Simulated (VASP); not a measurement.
# SrAlH3 (Pm-3m) in VASP: notebook

SrAlH3 is run at these levels: PBE; tasks: single point, relaxation of cell and atoms.

Everything below comes from runs of VASP 6.6.1. Logs are shortened: lines on timing, memory, paths and dates and some standing lists are left out, and cuts for length are marked.

**1. The cell of the first run**

Symmetry: Pm-3m, No. 221, cubic system. Conventional cell: a = 4.593 Å, b = 4.593 Å, c = 4.593 Å, α = 90.00°, β = 90.00°, γ = 90.00°. Within 3.0 Å of Sr (site symmetry m-3m) lie 6 H at 2.30 Å. Al (site symmetry m-3m) has 12 H at 3.25 Å and 8 Sr at 3.98 Å within 4.3 Å. Within 3.0 Å of H (site symmetry 4/mmm) lie 2 Sr at 2.30 Å.

**2. Single point, PBE**

File INCAR:

```
SYSTEM = SrAlH3
PREC = Accurate
ENCUT = 520
EDIFF = 1E-6
ISMEAR = 0
SIGMA = 0.05
LREAL = .FALSE.
LASPH = .TRUE.
NELM = 100
ALGO = Normal
ISIF = 2
LWAVE = .FALSE.
LCHARG = .FALSE.
GGA = PE
NBANDS = 16
```

File KPOINTS:

```
Automatic mesh
0
G
  5 5 5
  0 0 0
```

File POSCAR:

```
SrAlH3
1.0
    4.5927074201      0.0000000000      0.0000000000
    0.0000000000      4.5927074201      0.0000000000
    0.0000000000      0.0000000000      4.5927074201
Sr Al H
1 1 3
Direct
    0.5000000000      0.5000000000      0.5000000000
    0.0000000000      0.0000000000      0.0000000000
    0.0000000000      0.5000000000      0.5000000000
    0.5000000000      0.5000000000      0.0000000000
    0.5000000000      0.0000000000      0.5000000000
```

Potentials or basis: VASP PAW PBE potentials, release 64 (Sr_sv, Al, H).

Run with:

```console
$ cat potpaw_PBE.64/Sr_sv/POTCAR potpaw_PBE.64/Al/POTCAR potpaw_PBE.64/H/POTCAR > POTCAR
$ mpirun -np 1 vasp_std > vasp.out
```

OUTCAR:

```text
SYSTEM = SrAlH3
   PREC = Accurate
   ENCUT = 520
   EDIFF = 1E-6
   ISMEAR = 0
   LREAL = .FALSE.
   LASPH = .TRUE.
   NELM = 100
   ISIF = 2
   GGA = PE

 ion  position               nearest neighbor table
   1  0.500  0.500  0.500-   3 2.30   4 2.30   5 2.30   4 2.30   5 2.30   3 2.30   2 3.98   2 3.98
                             2 3.98   2 3.98   2 3.98   2 3.98   2 3.98   2 3.98
   2  0.000  0.000  0.000-   1 3.98   1 3.98   1 3.98   1 3.98   1 3.98   1 3.98   1 3.98   1 3.98

   3  0.000  0.500  0.500-   1 2.30   1 2.30
   4  0.500  0.500  0.000-   1 2.30   1 2.30
   5  0.500  0.000  0.500-   1 2.30   1 2.30

  LATTYP: Found a simple cubic cell.
 ALAT       =     4.5927074201

  Lattice vectors:

 A1 = (   4.5927074201,   0.0000000000,   0.0000000000)
 A2 = (   0.0000000000,   4.5927074201,   0.0000000000)
 A3 = (   0.0000000000,   0.0000000000,   4.5927074201)

Analysis of symmetry for initial positions (statically):
=====================================================================
 Subroutine PRICEL returns:
 Original cell was already a primitive cell.

 Routine SETGRP: Setting up the symmetry group for a
 simple cubic supercell.

 Subroutine GETGRP returns: Found 48 space group operations
 (whereof 48 operations were pure point group operations)
 out of a pool of 48 trial point group operations.

The static configuration has the point symmetry O_h .

Analysis of symmetry for dynamics (positions and initial velocities):
=====================================================================
 Subroutine PRICEL returns:
 Original cell was already a primitive cell.

 Routine SETGRP: Setting up the symmetry group for a
 simple cubic supercell.

 Subroutine GETGRP returns: Found 48 space group operations
 (whereof 48 operations were pure point group operations)
 out of a pool of 48 trial point group operations.

The dynamic configuration has the point symmetry O_h .

 Subroutine INISYM returns: Found 48 space group operations
 (whereof 48 operations are pure point group operations),
 and found     1 'primitive' translations

----------------------------------------------------------------------------------------

                                     Primitive cell

  volume of cell :      96.8738

  direct lattice vectors                    reciprocal lattice vectors
     4.592707420  0.000000000  0.000000000     0.217736491  0.000000000  0.000000000
     0.000000000  4.592707420  0.000000000     0.000000000  0.217736491  0.000000000
     0.000000000  0.000000000  4.592707420     0.000000000  0.000000000  0.217736491

  length of vectors
     4.592707420  4.592707420  4.592707420     0.217736491  0.217736491  0.217736491

  position of ions in fractional coordinates (direct lattice)
     0.500000000  0.500000000  0.500000000
     0.000000000  0.000000000  0.000000000
     0.000000000  0.500000000  0.500000000
     0.500000000  0.500000000  0.000000000
     0.500000000  0.000000000  0.500000000

  ion indices of the primitive-cell ions
   primitive index   ion index
                 1           1
                 2           2
                 3           3
                 4           4
                 5           5

----------------------------------------------------------------------------------------

 KPOINTS: Automatic mesh

Automatic generation of k-mesh.
 Grid dimensions read from file:
 generate k-points for:    5    5    5

 Generating k-lattice:

  Cartesian coordinates                     Fractional coordinates (reciprocal lattice)
     0.043547298  0.000000000  0.000000000     0.200000000  0.000000000  0.000000000
     0.000000000  0.043547298  0.000000000     0.000000000  0.200000000  0.000000000
     0.000000000  0.000000000  0.043547298     0.000000000  0.000000000  0.200000000

  Length of vectors
     0.043547298  0.043547298  0.043547298

  Shift w.r.t. Gamma in fractional coordinates (k-lattice)
     0.000000000  0.000000000  0.000000000

 Subroutine IBZKPT returns following result:
 ===========================================

 Found     10 irreducible k-points:

 Following reciprocal coordinates:
            Coordinates               Weight
  0.000000  0.000000  0.000000      1.000000
  0.200000  0.000000  0.000000      6.000000
  0.400000  0.000000  0.000000      6.000000
  0.200000  0.200000  0.000000     12.000000
  0.400000  0.200000  0.000000     24.000000
  0.400000  0.400000  0.000000     12.000000
  0.200000  0.200000  0.200000      8.000000
  0.400000  0.200000  0.200000     24.000000
  0.400000  0.400000  0.200000     24.000000
  0.400000  0.400000  0.400000      8.000000
   k-points           NKPTS =     10   k-points in BZ     NKDIM =     10   number of bands    NBANDS=     16
   number of dos      NEDOS =    301   number of ions     NIONS =      5
   total plane-waves  NPLWV =  46656
   dimension x,y,z NGX =    36 NGY =   36 NGZ =   36
   dimension x,y,z NGXF=    72 NGYF=   72 NGZF=   72
   ions per type =               1   1   3
   NGX,Y,Z   is equivalent  to a cutoff of  13.03, 13.03, 13.03 a.u.
   NGXF,Y,Z  is equivalent  to a cutoff of  26.06, 26.06, 26.06 a.u.
 SYSTEM =  SrAlH3
   PREC   = accura    normal or accurate (medium, high low for compatibility)
   ISTART =      0    job   : 0-new  1-cont  2-samecut
   ICHARG =      2    charge: 1-file 2-atom 10-const
   ISPIN  =      1    spin polarized calculation?
   LNONCOLLINEAR =      F non collinear calculations
   LSORBIT =      F    spin-orbit coupling
   LASPH  =      T    aspherical Exc in radial PAW
   ENCUT  =  520.0 eV  38.22 Ry    6.18 a.u.   8.54  8.54  8.54*2*pi/ulx,y,z
   NELM   =    100;   NELMIN=  2; NELMDL= -5     # of ELM steps
   EDIFF  = 0.1E-05   stopping-criterion for ELM
   LREAL  =      F    real-space projection
   EDIFFG = 0.1E-04   stopping-criterion for IOM
   NSW    =      0    number of steps for IOM
   IBRION =     -1    ionic relax: 0-MD 1-quasi-New 2-CG
   NFREE  =      0    steps in history (QN), initial steepest desc. (CG)
   ISIF   =      2    stress and relaxation
   ISYM   =      2    0-nonsym 1-usesym 2-fastsym
   POTIM  = 0.5000    time-step for ionic-motion
   TEBEG  =    0.0;   TEEND  =   0.0 temperature during run
   PSTRESS=    0.0 pullay stress
   NELECT =      16.0000    total number of electrons
   NUPDOWN=      -1.0000    fix difference up-down
   EMIN   =  10.00;   EMAX   =-10.00  energy-range for DOS
   EFERMI =   0.00;   METHOD = LEGACY
   ISMEAR =     0;   SIGMA  =   0.05  broadening in eV -4-tet -1-fermi 0-gaus
   EFERMI_NEDOS =   21; number of points for ismear=-14 and -15
   IALGO  =     38    algorithm
   IMIX   =      4    mixing-type and parameters
     AMIX     =   0.40;   BMIX     =  1.00
     AMIX_MAG =   1.60;   BMIX_MAG =  1.00
  volume/ion in A,a.u.               =      19.37       130.75
  Fermi-wavevector in a.u.,A,eV,Ry     =   0.898213  1.697377 10.977000  0.806787
  Thomas-Fermi vector in A             =   2.020894
   LORBIT       =      0    0 simple, 1 ext, 2 COOP (PROOUT), +10 PAW based schemes
   GGA     = PE    functional components
   LHFCALC =     F    Hartree Fock is set to
   AEXX    =    0.0000 exact exchange contribution
   IVDW    =     0    specifies the selected vdW correction
   LEPSILON=     F    determine dielectric tensor
   LRPA    =     F    only Hartree local field effects (RPA)
 non-spin polarized calculation
 Gauss-broadening in eV      SIGMA  =   0.05
  energy-cutoff  :      520.00
  volume of cell :       96.87
 maximum number of plane-waves:      2622
 NGX is ok and might be reduce to    36
   NGX = 17   NGY = 17   NGZ = 17

 number of electron      16.0000003 magnetization

 Free energy of the ion-electron system (eV)
  ---------------------------------------------------
  ext. energy  EPLUGINS =         0.00000000
  ---------------------------------------------------
  free energy    TOTEN  =       -13.93900595 eV

  energy without entropy =      -13.93900595  energy(sigma->0) =      -13.93900595

 E-fermi :   0.4922     XC(G=0):  -7.6977

 val. band max:        0.2459949440   @ k =   0.4000   0.0000   0.0000
 cond. band min:       0.8225460396   @ k =   0.4000   0.4000   0.4000
 fundamental gap:      0.5765510956
 Fermi energy:         0.4922281035

 k-point     1 :       0.0000    0.0000    0.0000
  band No.  band energies     occupation
      1     -33.2457      2.00000
      2     -15.3074      2.00000
      3     -15.3074      2.00000
      4     -15.3074      2.00000
      5      -5.1784      2.00000
      6      -1.5266      2.00000
[... 8 lines left out ...]
     15       7.7448      0.00000
     16       7.7448      0.00000

 k-point     2 :       0.2000    0.0000    0.0000
  band No.  band energies     occupation
      1     -33.2445      2.00000
      2     -15.3514      2.00000
      3     -15.3054      2.00000
      4     -15.3054      2.00000
      5      -4.8925      2.00000
      6      -1.7016      2.00000
[... 8 lines left out ...]
     15       6.8148      0.00000
     16       8.4855      0.00000

 k-point     3 :       0.4000    0.0000    0.0000
  band No.  band energies     occupation
      1     -33.2427      2.00000
      2     -15.4211      2.00000
      3     -15.3022      2.00000
      4     -15.3022      2.00000
      5      -4.1353      2.00000
      6      -2.7688      2.00000
[... 8 lines left out ...]
     15       6.6821      0.00000
     16       7.0608      0.00000
[... 96 lines left out ...]
 k-point     9 :       0.4000    0.4000    0.2000
  band No.  band energies     occupation
      1     -33.2388      2.00000
      2     -15.4105      2.00000
      3     -15.4098      2.00000
      4     -15.3392      2.00000
      5      -3.2264      2.00000
      6      -1.7692      2.00000
[... 8 lines left out ...]
     15       6.9592      0.00000
     16       7.2105      0.00000

 k-point    10 :       0.4000    0.4000    0.4000
  band No.  band energies     occupation
      1     -33.2370      2.00000
      2     -15.4064      2.00000
      3     -15.4055      2.00000
      4     -15.4055      2.00000
      5      -2.8165      2.00000
      6      -1.1022      2.00000
[... 8 lines left out ...]
     15       6.9855      0.00000
     16       7.5519      0.00000

------------------------ aborting loop because EDIFF is reached ----------------------------------------

  FORCE on cell =-STRESS in cart. coord.  units (eV):
  Direction    XX          YY          ZZ          XY          YZ          ZX
  --------------------------------------------------------------------------------------
  -------------------------------------------------------------------------------------
  Total        0.0248895      0.0248895      0.0248895     -0.0000000      0.0000000     -0.0000000
  in kB        0.4116434      0.4116434      0.4116434     -0.0000000      0.0000000     -0.0000000
  external PRESSURE =       0.4116434 kB  Pullay stress =       0.0000000 kB

 VOLUME and BASIS-vectors are now :
 -----------------------------------------------------------------------------
  energy-cutoff  :      520.00
  volume of cell :       96.87
      direct lattice vectors                 reciprocal lattice vectors
     4.592707420  0.000000000  0.000000000     0.217736491  0.000000000  0.000000000
     0.000000000  4.592707420  0.000000000     0.000000000  0.217736491  0.000000000
     0.000000000  0.000000000  4.592707420     0.000000000  0.000000000  0.217736491

 POSITION                                       TOTAL-FORCE (eV/Angst)
 -----------------------------------------------------------------------------------
      2.29635      2.29635      2.29635         0.000000      0.000000      0.000000
      0.00000      0.00000      0.00000         0.000000      0.000000      0.000000
      0.00000      2.29635      2.29635         0.000000      0.000000      0.000000
      2.29635      2.29635      0.00000         0.000000      0.000000      0.000000
      2.29635      0.00000      2.29635         0.000000      0.000000      0.000000
 -----------------------------------------------------------------------------------
    total drift:                                0.000000      0.000000      0.000000

  FREE ENERGIE OF THE ION-ELECTRON SYSTEM (eV)
  ---------------------------------------------------
  free  energy   TOTEN  =       -13.9390059480 eV

  energy  without entropy=      -13.9390059480  energy(sigma->0) =      -13.93900595
```

Run time: 21 s. Hardware: 1 thread of AMD EPYC 7R43 (Zen 3), shared host; peak memory 0.18 GiB.

What came out:

- Free energy: -13.9390 eV
- Pressure: 0.0 GPa
- Band gap on the k mesh: 0.58 eV (least direct gap 1.61 eV)

Levels at points of the mesh, in eV from the valence-band top:
| k point | band 4 | band 5 | band 6 | band 7 | band 8 | band 9 | band 10 | band 11 | band 12 | band 13 |
| --- | --- | --- | --- | --- | --- | --- | --- | --- | --- | --- |
| (0.00, 0.00, 0.00) | -15.55 | -5.42 | -1.77 | -1.77 | -0.20 | 2.35 | 2.35 | 2.35 | 6.08 | 6.08 |

Caveat: an odd mesh through Γ misses points on the zone boundary, where band edges can lie.

**3. Relaxation of cell and atoms, PBE**

This run uses another cell than the first one, of 19.28 Å³/atom.

File INCAR:

```
SYSTEM = SrAlH3
PREC = Accurate ; ENCUT = 600
EDIFF = 1E-6 ; ISMEAR = 0
SIGMA = 0.05 ; LREAL = .False.
LASPH = .True. ; NELM = 60
ALGO = Normal ; ISIF = 3
LWAVE = .False. ; LCHARG = .False.
GGA = PE ; IBRION = 2
NSW = 80 ; EDIFFG = -0.02
```

File KPOINTS:

```
Automatic mesh
0
Gamma
  5 5 5
  0 0 0
```

POSCAR: that of step 2 with these lines changed.

```diff
@@ -2,5 +2,5 @@
 1.0
-    4.5927074201      0.0000000000      0.0000000000
-    0.0000000000      4.5927074201      0.0000000000
-    0.0000000000      0.0000000000      4.5927074201
+    4.5854600000      0.0000000000      0.0000000000
+    0.0000000000      4.5854600000      0.0000000000
+    0.0000000000      0.0000000000      4.5854600000
 Sr Al H
```

Potentials or basis: VASP PAW PBE potentials, release 64 (Sr_sv, Al, H).

Run with:

```console
$ cat potpaw_PBE.64/Sr_sv/POTCAR potpaw_PBE.64/Al/POTCAR potpaw_PBE.64/H/POTCAR > POTCAR
$ mpirun -np 1 vasp_std > vasp.out
```

Wall time 33 s (1 thread of AMD EPYC 7R43 (Zen 3), shared host); peak memory 0.21 GiB.

It converged, with:

```
Free energy                           : -13.9396 eV
Relaxed volume                        : 19.35 Å³/atom
Relaxed cell                          : a = 4.590 Å, b = 4.590 Å, c = 4.590 Å, α = 90.00°, β = 90.00°, γ = 90.00°
Space group after relaxing (to 0.1 Å) : Pm-3m (No. 221)
Energy gained by relaxing             : 0.1 meV/atom
Ionic steps                           : 2
Pressure after relaxing               : 0.1 GPa
Band gap on the k mesh                : 0.57 eV (least direct gap 1.61 eV)
```

Step by step:
```
step  energy change (eV)  largest force (eV/Å)  pressure (GPa)  volume (Å³)
   1              0.0000                0.0000            0.19        96.42
   2             -0.0003                0.0000            0.12        96.73
```

Final structure:
```
Sr Al H
1.0
     4.59048    0.00000    0.00000
     0.00000    4.59048    0.00000
     0.00000    0.00000    4.59048
Sr Al H
1 1 3
Direct
  0.50000 0.50000 0.50000
  0.00000 0.00000 0.00000
  0.00000 0.50000 0.50000
  0.50000 0.50000 0.00000
  0.50000 0.00000 0.50000
```

Levels at points of the mesh, in eV from the valence-band top:
| k point | band 6 | band 7 | band 8 | band 9 | band 10 | band 11 |
| --- | --- | --- | --- | --- | --- | --- |
| (0.00, 0.00, 0.00) | -1.78 | -1.78 | -0.20 | 2.35 | 2.35 | 2.35 |

Caveat: an odd mesh through Γ misses points on the zone boundary, where band edges can lie.
